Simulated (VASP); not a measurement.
KI:

```
K I
1.0
     0.00000    3.54449    3.54449
     3.54449    0.00000    3.54449
     3.54449    3.54449    0.00000
K I
1 1
Direct
  0.00000 0.00000 0.00000
  0.50000 0.50000 0.50000
```

Base run:

```yaml
Program: VASP 6.6.1
Functional: r2SCAN
Potentials_or_basis: VASP PAW PBE potentials, release 64 (K_sv, I)
Cutoff: 550 eV
k_mesh: 6 × 6 × 6
Occupations: gaussian, width 0.01 eV
Spin: no spin polarisation
```

Its results: band gap on the k mesh 4.58 eV, direct; pressure 0.0 GPa.

Task: The run is repeated on the same cell with these changes: functional from r2SCAN to PBE; cutoff from 550 eV to 500 eV; k mesh from 6 × 6 × 6 to 4 × 4 × 4. What comes out?

Result: Band gap on the k mesh 3.94 eV, direct; pressure 0.5 GPa.

Several settings changed at once, so the effect can't be laid on one alone.

Caveats: spin-orbit coupling is left out, which moves the levels of the heavy elements; the PAW data sets were made with another functional, which shifts forces and pressure a little (some runs).

